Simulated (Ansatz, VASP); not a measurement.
## One calculation of SnO, two programs

```xyz
4
Lattice="3.7704 0.0000 0.0000 0.0000 3.7704 0.0000 0.0000 0.0000 4.5634" Properties=species:S:1:pos:R:3 pbc="T T T"
Sn    0.0000    1.8852    1.1557
Sn    1.8852    0.0000    3.4077
O     0.1414    0.1414    0.0000
O     1.8852    1.8852    0.0000
```

Alike in both runs: task single point; functional PBEsol; dispersion D3(BJ); k mesh 12 × 12 × 10; occupations gaussian, width 0.15 eV; no spin polarisation.

|  | VASP | Ansatz |
| --- | --- | --- |
| version | VASP 6.6.1 | Ansatz 0.2.0 |
| potentials or method | VASP PAW PBE potentials, release 64 (Sn_d, O), cutoff 600 eV | scalar-relativistic, plane waves, PAW |
| valence electrons in the cell | 40 | 40 |

Ansatz gave:

```
gap on the k mesh at the Fermi level (eV)                     : none
pressure (GPa)                                                : 1.4
traceless stress, the component that is largest in VASP (GPa) : 1.55
rms of the force components (eV/Å)                            : 0.632
```

Question: What did VASP give for the same quantities?

Answer: gap on the k mesh at the Fermi level (eV): none; pressure (GPa): 1.6; traceless stress, the component that is largest in VASP (GPa): 1.63; rms of the force components (eV/Å): 0.644.

VASP's potentials were made for PBE, not for PBEsol. Atom by atom the forces differ by 0.036 eV/Å (rms over components). A gap of «none» marks a metal or a gap that the smearing closes.
